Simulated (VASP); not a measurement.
A run of VASP 6.6.1 is set up as follows.

The input INCAR:

```
SYSTEM = ZrS2
  PREC = Accurate
  ENCUT = 500
  EDIFF = 1E-8
  ISMEAR = -1
  SIGMA = 0.15
  LREAL = .FALSE.
  LASPH = .TRUE.
  NELM = 120
  ALGO = Normal
  ISIF = 2
  LWAVE = .FALSE.
  LCHARG = .FALSE.
  GGA = PS
  NBANDS = 19
  IBRION = 8
  NSW = 1
  GGA_COMPAT = .FALSE.
```

The input KPOINTS:

```
Automatic mesh
0
G
  12 12 8
  0 0 0
```

File POSCAR:

```
ZrS2
1.0
    3.3105925265      0.0000000000      0.0000000000
   -1.6552962632      2.8670572295      0.0000000000
    0.0000000000      0.0000000000      5.1211500673
Zr S
1 2
Direct
    0.0000000000      0.0000000000      0.0000000000
    0.3333333333      0.6666666667      0.3005306274
    0.6666666667      0.3333333333      0.6994693726
```

Potentials or basis: VASP PAW PBE potentials, release 64 (Zr_sv, S).

The run is started by

```console
$ cat potpaw_PBE.64/Zr_sv/POTCAR potpaw_PBE.64/S/POTCAR > POTCAR
$ mpirun -np 1 vasp_std > vasp.out
```

Task: Estimate the highest phonon frequency at Γ, LO-TO splitting left out.

Result: 412 cm⁻¹.

Phonon frequencies in cm⁻¹ (negative: imaginary):
| q point | frequencies |
| --- | --- |
| (0.000, 0.000, 0.000) | 0 0 0 225 225 270 270 411 412 |

Caveat: the cell stands under pressure or tension, which shifts response properties.
